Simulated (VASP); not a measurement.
Input of a VASP 6.6.1 run:

File INCAR:

```
  ALGO = Fast
  EDIFF = 1E-6
  ENCUT = 520
  GGA = PE
  ISIF = 2
  ISMEAR = 0
  IVDW = 12
  LASPH = T
  LCHARG = T
  LELF = T
  LREAL = F
  LVHAR = T
  LWAVE = F
  NBANDS = 8
  NELM = 100
  PREC = Accurate
  SIGMA = 0.15
```

The input KPOINTS:

```
k-points
0
Gamma
  26 26 26
```

File POSCAR:

```
Al
1.0
    0.0000000000      1.9913628292      1.9415787585
    1.9913628292      0.0000000000      1.9415787585
    1.9913628292      1.9913628292      0.0000000000
Al
1
Direct
    0.0000000000      0.0000000000      0.0000000000
```

Potentials or basis: VASP PAW PBE potentials, release 64 (Al).

The run is started by

```console
$ cat potpaw_PBE.64/Al/POTCAR > POTCAR
$ mpirun -np 1 vasp_std > vasp.out
```

Task: Predict the dispersion energy per atom.

Result: -0.361 eV.

Task: Predict the pressure.

Result: 2.4 GPa.

Stress tensor (GPa, compression positive):
```
1.67 0.00 0.00
0.00 1.67 0.00
0.00 0.00 3.75
```

Caveat: the cell differs from its parent crystal (strain -0.0250 x Voigt [0, 0, 1, 0, 0, 0]); pairwise dispersion overbinds metals, which lowers pressure and volume.
